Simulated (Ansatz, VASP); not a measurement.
Ge in VASP and in Ansatz

```
CELL_PARAMETERS angstrom
-2.53951 2.69717 1.46205
2.53951 -2.69717 1.46205
2.53951 2.69717 -1.46205
ATOMIC_POSITIONS crystal
Ge 0.18594 0.93594 0.25000
Ge 0.81406 0.06406 0.75000
```

Alike in both runs: task single point; functional LDA; k mesh 11 × 11 × 11; no spin polarisation.

```csv
,VASP,Ansatz
version,VASP 6.6.1,Ansatz 0.2.0
potentials or method,"VASP PAW LDA potentials, release 64 (Ge_d), cutoff 520 eV","plane waves, PAW"
occupations,"fermi-dirac, width 0.1 eV",fermi-dirac
valence electrons in the cell,28,28
```

VASP gave:

| Quantity | Value |
| --- | --- |
| pressure (GPa) | -7.0 |
| traceless stress, the component that is largest in VASP (GPa) | 0.77 |

Problem. Estimate Ansatz's values.

Solution. Pressure (GPa): -7.0; traceless stress, the component that is largest in VASP (GPa): 0.76.

LDA's correlation is that of Perdew and Zunger in VASP and of Perdew and Wang (1992) in Ansatz.
